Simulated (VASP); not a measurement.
K16C (a cell with a defect), 17 atoms in the cell. The cell holds a defect, 17 atoms: a = 10.460 Å, b = 10.460 Å, c = 10.460 Å, α = 90.00°, β = 90.00°, γ = 90.00°. 

```yaml
Program: VASP 6.6.1
Task: single point
Functional: LDA
Potentials_or_basis: VASP PAW LDA potentials, release 64 (K_sv, C)
Cutoff: 520 eV
k_mesh: 2 × 2 × 2
Occupations: gaussian, width 0.1 eV
Spin: no spin polarisation
Dipole_correction: no
Further_INCAR_settings: LREAL = Auto; ALGO = Normal; EDIFF = 1e-07; NBANDS = 88
```

Potentials or basis: VASP PAW LDA potentials, release 64 (K_sv, C).

Run with:

```sh
$ cat potpaw_LDA.64/K_sv/POTCAR potpaw_LDA.64/C/POTCAR > POTCAR
$ mpirun -np 1 vasp_std > vasp.out
```

Hardware: 1 thread of Intel(R) Xeon(R) Platinum 8559C (Emerald Rapids), on a shared host.

Problem. Estimate the wall time of this run.

Solution. Wall time 23 min on 1 thread of Intel(R) Xeon(R) Platinum 8559C (Emerald Rapids), on a shared host, peak memory 0.93 GiB. Counts: scf iterations 25, k points 8.
